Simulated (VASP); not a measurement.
The system is SnSe.

```
Sn Se
1.0
     0.00000    2.98877    2.98877
     2.98877    0.00000    2.98877
     2.98877    2.98877    0.00000
Sn Se
1 1
Direct
  0.00000 0.00000 0.00000
  0.50000 0.50000 0.50000
```

```yaml
Program: VASP 6.6.1
Task: relaxation of cell and atoms
Functional: PBE
Potentials_or_basis: VASP PAW PBE potentials, release 64 (Sn_d, Se)
Cutoff: 600 eV
k_mesh: 10 × 10 × 10
Occupations: gaussian, width 0.02 eV
Spin: no spin polarisation
```

At the start: pressure 2.2 GPa; volume 26.70 Å³/atom.

**Question.** How do energy, volume and symmetry change on relaxing?

**Answer.** Over 3 steps the energy falls by 7.7 meV/atom and the volume is 27.84 Å³/atom (+4.3 %); space group Fm-3m (No. 225, to 0.05 Å).

Step by step:
| step | energy change (eV) | largest force (eV/Å) | pressure (GPa) | volume (Å³) |
| --- | --- | --- | --- | --- |
| 1 | 0.0000 | 0.0000 | 2.24 | 53.40 |
| 2 | -0.0142 | 0.0000 | -0.55 | 56.34 |
| 3 | -0.0154 | 0.0000 | 0.01 | 55.68 |

Final structure:
```
CELL_PARAMETERS angstrom
0.00000 3.03074 3.03074
3.03074 0.00000 3.03074
3.03074 3.03074 0.00000
ATOMIC_POSITIONS crystal
Sn 0.00000 0.00000 0.00000
Se 0.50000 0.50000 0.50000
```
